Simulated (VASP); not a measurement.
# C (P2_1/m) in VASP: further runs

C is run at these levels: PBEsol+D3(BJ); tasks: single point.

Everything below comes from runs of VASP 6.6.1. Logs are shortened: lines on timing, memory, paths and dates and some standing lists are left out, and cuts for length are marked.

**1. The cell of the first run**

Symmetry: P2_1/m, No. 11, monoclinic system. The conventional cell has a = 2.352 Å, b = 7.041 Å, c = 2.461 Å, α = 90.00°, β = 115.64°, γ = 90.00°. Within 1.8 Å of C (site symmetry m) lie 3 C at 1.36 to 1.48 Å. Within 1.8 Å of C (site symmetry m) lie 3 C at 1.36 to 1.48 Å.

**2. Single point, PBEsol+D3(BJ) (engineering shear strain xy -0.1000, normal strain along z +0.0700)**

INCAR reads:

```
SYSTEM = C
ALGO     = Normal         ! electronic algorithm
EDIFF    = 1E-7           ! SCF threshold, eV
ENCUT    = 520            ! plane-wave cutoff, eV
GGA      = PS             ! functional
ISIF     = 2              ! what is computed and relaxed
ISMEAR   = 0              ! smearing method
IVDW     = 12             ! dispersion correction
LASPH    = .True.         ! aspherical terms in the spheres
LCHARG   = .False.        ! write CHGCAR
LREAL    = .False.        ! projectors in reciprocal space
LWAVE    = .False.        ! write WAVECAR
NBANDS   = 16             ! bands
NELM     = 80             ! most SCF steps
PREC     = Accurate       ! precision mode
SIGMA    = 0.15           ! smearing width, eV
```

KPOINTS reads:

```
k-points
0
Gamma
  18 18 6
  0 0 0
```

POSCAR reads:

```
C
1.0
    2.4580081300     -0.1229004065      0.0000000000
   -1.3354389392      2.1901476865      0.0000000000
    0.0000000000      0.0000000000      7.0406607059
C
4
Direct
    0.0000000000      0.0000000000      0.0025000000
    0.0000000000      0.0000000000      0.5025000000
    0.3333333333      0.6666666667      0.0025000000
    0.6666666667      0.3333333333      0.5025000000
```

Potentials or basis: VASP PAW PBE potentials, release 64 (C).

On the command line:

```console
$ cat potpaw_PBE.64/C/POTCAR > POTCAR
$ mpirun -np 1 vasp_std > vasp.out
```

OUTCAR:

```text
SYSTEM = C
   EDIFF = 1E-7
   ENCUT = 520
   GGA = PS
   ISIF = 2
   ISMEAR = 0
   IVDW = 12
   LASPH = .True.
   LREAL = .False.
   NELM = 80
   PREC = Accurate
 IVDW          = 12

 ion  position               nearest neighbor table
   1  0.000  0.000  0.002-   3 1.36   3 1.42   3 1.48
   2  0.000  0.000  0.502-   4 1.36   4 1.42   4 1.48
   3  0.333  0.667  0.002-   1 1.36   1 1.42   1 1.48
   4  0.667  0.333  0.502-   2 1.36   2 1.42   2 1.48

  LATTYP: Found a simple monoclinic cell.
 ALAT       =     2.3523760126
 B/A-ratio  =     2.9929997025
 C/A-ratio  =     1.0462097509
 COS(beta)  =    -0.4327263994

  Lattice vectors:

 A1 = (   1.1225691908,   2.0672472800,   0.0000000000)
 A2 = (   0.0000000000,   0.0000000000,  -7.0406607059)
 A3 = (  -2.4580081300,   0.1229004065,   0.0000000000)

Analysis of symmetry for initial positions (statically):
=====================================================================
 Subroutine PRICEL returns:
 Original cell was already a primitive cell.

 Routine SETGRP: Setting up the symmetry group for a
 simple monoclinic supercell.

 Subroutine GETGRP returns: Found  4 space group operations
 (whereof  1 operations were pure point group operations)
 out of a pool of  4 trial point group operations.

The static configuration has the point symmetry C_1 .
 The point group associated with its full space group is C_2h.

Analysis of symmetry for dynamics (positions and initial velocities):
=====================================================================
 Subroutine PRICEL returns:
 Original cell was already a primitive cell.

 Routine SETGRP: Setting up the symmetry group for a
 simple monoclinic supercell.

 Subroutine GETGRP returns: Found  4 space group operations
 (whereof  1 operations were pure point group operations)
 out of a pool of  4 trial point group operations.

The dynamic configuration has the point symmetry C_1 .
 The point group associated with its full space group is C_2h.

 Subroutine INISYM returns: Found  4 space group operations
 (whereof  1 operations are pure point group operations),
 and found     1 'primitive' translations

----------------------------------------------------------------------------------------

                                     Primitive cell

  volume of cell :      36.7471

  direct lattice vectors                    reciprocal lattice vectors
     2.458008130 -0.122900407  0.000000000     0.419626817  0.255866760  0.000000000
    -1.335438939  2.190147687  0.000000000     0.023547410  0.470948208  0.000000000
     0.000000000  0.000000000  7.040660706     0.000000000  0.000000000  0.142032125

  length of vectors
     2.461078722  2.565179146  7.040660706     0.491481907  0.471536526  0.142032125

  position of ions in fractional coordinates (direct lattice)
     0.000000000  0.000000000  0.002500000
     0.000000000  0.000000000  0.502500000
     0.333333333  0.666666667  0.002500000
     0.666666667  0.333333333  0.502500000

  ion indices of the primitive-cell ions
   primitive index   ion index
                 1           1
                 2           2
                 3           3
                 4           4

----------------------------------------------------------------------------------------

 KPOINTS: k-points

Automatic generation of k-mesh.
 Grid dimensions read from file:
 generate k-points for:   18   18    6

 Generating k-lattice:

  Cartesian coordinates                     Fractional coordinates (reciprocal lattice)
     0.023312601  0.014214820  0.000000000     0.055555556  0.000000000  0.000000000
     0.001308189  0.026163789  0.000000000     0.000000000  0.055555556  0.000000000
     0.000000000  0.000000000  0.023672021     0.000000000  0.000000000  0.166666667

  Length of vectors
     0.027304550  0.026196474  0.023672021

  Shift w.r.t. Gamma in fractional coordinates (k-lattice)
     0.000000000  0.000000000  0.000000000

 Subroutine IBZKPT returns following result:
 ===========================================

 Found    656 irreducible k-points:

 Following reciprocal coordinates:
            Coordinates               Weight
  0.000000  0.000000  0.000000      1.000000
  0.055556 -0.000000  0.000000      2.000000
  0.111111 -0.000000  0.000000      2.000000
  0.166667 -0.000000  0.000000      2.000000
  0.222222 -0.000000  0.000000      2.000000
  0.277778 -0.000000  0.000000      2.000000
[... 16 lines left out ...]
 -0.333333  0.055556  0.000000      2.000000
 -0.277778  0.055556  0.000000      2.000000
 [... further k-points ...]
   k-points           NKPTS =    656   k-points in BZ     NKDIM =    656   number of bands    NBANDS=     16
   number of dos      NEDOS =    301   number of ions     NIONS =      4
   total plane-waves  NPLWV =  19440
   dimension x,y,z NGX =    18 NGY =   20 NGZ =   54
   dimension x,y,z NGXF=    36 NGYF=   40 NGZF=  108
   ions per type =               4
   NGX,Y,Z   is equivalent  to a cutoff of  12.16, 12.96, 12.75 a.u.
   NGXF,Y,Z  is equivalent  to a cutoff of  24.32, 25.92, 25.50 a.u.
 SYSTEM =  C
   PREC   = accura    normal or accurate (medium, high low for compatibility)
   ISTART =      0    job   : 0-new  1-cont  2-samecut
   ICHARG =      2    charge: 1-file 2-atom 10-const
   ISPIN  =      1    spin polarized calculation?
   LNONCOLLINEAR =      F non collinear calculations
   LSORBIT =      F    spin-orbit coupling
   LASPH  =      T    aspherical Exc in radial PAW
   ENCUT  =  520.0 eV  38.22 Ry    6.18 a.u.   4.58  4.77 13.09*2*pi/ulx,y,z
   NELM   =     80;   NELMIN=  2; NELMDL= -5     # of ELM steps
   EDIFF  = 0.1E-06   stopping-criterion for ELM
   LREAL  =      F    real-space projection
   EDIFFG = 0.1E-05   stopping-criterion for IOM
   NSW    =      0    number of steps for IOM
   IBRION =     -1    ionic relax: 0-MD 1-quasi-New 2-CG
   NFREE  =      0    steps in history (QN), initial steepest desc. (CG)
   ISIF   =      2    stress and relaxation
   ISYM   =      2    0-nonsym 1-usesym 2-fastsym
   POTIM  = 0.5000    time-step for ionic-motion
   TEBEG  =    0.0;   TEEND  =   0.0 temperature during run
   PSTRESS=    0.0 pullay stress
   NELECT =      16.0000    total number of electrons
   NUPDOWN=      -1.0000    fix difference up-down
   EMIN   =  10.00;   EMAX   =-10.00  energy-range for DOS
   EFERMI =   0.00;   METHOD = LEGACY
   ISMEAR =     0;   SIGMA  =   0.15  broadening in eV -4-tet -1-fermi 0-gaus
   EFERMI_NEDOS =   21; number of points for ismear=-14 and -15
   IALGO  =     38    algorithm
   IMIX   =      4    mixing-type and parameters
     AMIX     =   0.40;   BMIX     =  1.00
     AMIX_MAG =   1.60;   BMIX_MAG =  1.00
  volume/ion in A,a.u.               =       9.19        62.00
  Fermi-wavevector in a.u.,A,eV,Ry     =   1.240815  2.344800 20.947820  1.539621
  Thomas-Fermi vector in A             =   2.375239
   LORBIT       =      0    0 simple, 1 ext, 2 COOP (PROOUT), +10 PAW based schemes
   GGA     = PS    functional components
   LHFCALC =     F    Hartree Fock is set to
   AEXX    =    0.0000 exact exchange contribution
   IVDW    =    12    specifies the selected vdW correction
   LEPSILON=     F    determine dielectric tensor
   LRPA    =     F    only Hartree local field effects (RPA)
 non-spin polarized calculation
 Gauss-broadening in eV      SIGMA  =   0.15
  energy-cutoff  :      520.00
  volume of cell :       36.75
 maximum number of plane-waves:      1010
   NGX =  9   NGY =  9   NGZ = 27

 number of electron      16.0000001 magnetization

 Free energy of the ion-electron system (eV)
  ---------------------------------------------------
  ext. energy  EPLUGINS =         0.00000000
  ---------------------------------------------------
  free energy    TOTEN  =       -38.07199952 eV

  energy without entropy =      -38.07152167  energy(sigma->0) =      -38.07176060

 E-fermi :   4.3703     XC(G=0): -10.2310

 val. band max:        4.2990175853   @ k =   0.3333   0.2778   0.0000
 cond. band min:       4.4478582178   @ k =   0.3333   0.2778   0.0000
 fundamental gap:      0.1488406326
 Fermi energy:         4.3703031258

 k-point     1 :       0.0000    0.0000    0.0000
  band No.  band energies     occupation
      1     -15.4309      2.00000
      2     -15.2222      2.00000
      3      -4.2113      2.00000
      4      -2.6509      2.00000
      5       1.0344      2.00000
      6       1.0386      2.00000
[... 8 lines left out ...]
     15      15.7270      0.00000
     16      15.8802      0.00000

 k-point     2 :       0.0556   -0.0000    0.0000
  band No.  band energies     occupation
      1     -15.3504      2.00000
      2     -15.1428      2.00000
      3      -4.1121      2.00000
      4      -2.5566      2.00000
      5       0.8355      2.00000
      6       0.8448      2.00000
[... 8 lines left out ...]
     15      15.4710      0.00000
     16      15.6533      0.00000

 k-point     3 :       0.1111   -0.0000    0.0000
  band No.  band energies     occupation
      1     -15.1090      2.00000
      2     -14.9048      2.00000
      3      -3.8152      2.00000
      4      -2.2748      2.00000
      5       0.3036      2.00000
      6       0.3156      2.00000
[... 8 lines left out ...]
     15      14.7610      0.00000
     16      15.0075      0.00000

 k-point     4 :       0.1667   -0.0000    0.0000
  band No.  band energies     occupation
      1     -14.7083      2.00000
      2     -14.5095      2.00000
      3      -3.3233      2.00000
      4      -1.8090      2.00000
      5      -0.5889      2.00000
      6      -0.5646      2.00000
[... 8 lines left out ...]
     15      14.6563      0.00000
     16      14.7003      0.00000
[... 324 lines left out ...]
 k-point    22 :      -0.3889    0.0556    0.0000
  band No.  band energies     occupation
      1     -12.0922      2.00000
      2     -11.9286      2.00000
      3      -5.4895      2.00000
      4      -5.4047      2.00000
      5      -2.7963      2.00000
      6      -2.7528      2.00000
[... 8 lines left out ...]
     15      19.7287      0.00000
     16      19.8718      0.00000

 k-point    23 :      -0.3333    0.0556    0.0000
  band No.  band energies     occupation
      1     -13.0162      2.00000
      2     -12.8404      2.00000
      3      -3.9933      2.00000
      4      -3.9279      2.00000
      5      -2.3210      2.00000
      6      -2.2799      2.00000
[... 8 lines left out ...]
     15      19.8703      0.00000
     16      19.9492      0.00000

 k-point    24 :      -0.2778    0.0556    0.0000
  band No.  band energies     occupation
      1     -13.7950      2.00000
      2     -13.6087      2.00000
      3      -2.5730      2.00000
      4      -2.5324      2.00000
      5      -2.2104      2.00000
      6      -1.6545      2.00000
[... 8 lines left out ...]
     15      17.7948      0.00000
     16      17.8449      0.00000

 [... further k-points ...]

------------------------ aborting loop because EDIFF is reached ----------------------------------------

 Edisp (eV)   -0.41426

 E8    (eV) :    -0.2012

  FORCE on cell =-STRESS in cart. coord.  units (eV):
  Direction    XX          YY          ZZ          XY          YZ          ZX
  --------------------------------------------------------------------------------------
  -------------------------------------------------------------------------------------
  Total       1.59829     1.51103    -0.37387    10.24676     0.00000     0.00000
  in kB      69.68569    65.88116   -16.30060   446.75925     0.00000     0.00000
  external pressure =       39.76 kB  Pullay stress =        0.00 kB

 VOLUME and BASIS-vectors are now :
 -----------------------------------------------------------------------------
  energy-cutoff  :      520.00
  volume of cell :       36.75
      direct lattice vectors                 reciprocal lattice vectors
     2.458008130 -0.122900407  0.000000000     0.419626817  0.255866760  0.000000000
    -1.335438939  2.190147687  0.000000000     0.023547410  0.470948208  0.000000000
     0.000000000  0.000000000  7.040660706     0.000000000  0.000000000  0.142032125

 POSITION                                       TOTAL-FORCE (eV/Angst)
 -----------------------------------------------------------------------------------
      0.00000      0.00000      0.01760         1.334940      0.308878      0.000000
      0.00000      0.00000      3.53793        -1.334940     -0.308878      0.000000
     -0.07096      1.41913      0.01760        -1.341019     -0.308999      0.000000
      1.19353      0.64812      3.53793         1.341019      0.308999      0.000000
 -----------------------------------------------------------------------------------
    total drift:                                0.000000     -0.000000     -0.000009

  FREE ENERGIE OF THE ION-ELECTRON SYSTEM (eV)
  ---------------------------------------------------
  free  energy   TOTEN  =       -38.4862634708 eV

  energy  without entropy=      -38.4857856125  energy(sigma->0) =      -38.48602454
```

Run time: 8.1 min. Hardware: 1 thread of AMD EPYC 7R43 (Zen 3), shared host; peak memory 0.34 GiB.

Results:

- Free energy: -38.4863 eV
- Pressure: 4.0 GPa
- Largest force: 1.376 eV/Å
- Dispersion energy per atom: -0.104 eV

Forces in eV/Å, atoms in the order of the input:
```
C    1.335  0.309  0.000
C   -1.335 -0.309  0.000
C   -1.341 -0.309  0.000
C    1.341  0.309  0.000
```

Stress tensor (GPa, compression positive):
```
 6.97 44.68  0.00
44.68  6.59  0.00
 0.00  0.00 -1.63
```

Caveat: the cell differs from its parent crystal (engineering shear strain xy -0.1000, normal strain along z +0.0700); the stress differs along the axes, from -2 to 7 GPa; the PAW data sets were made with another functional, which shifts forces and pressure a little.

(Continued in part 2 of 3.)
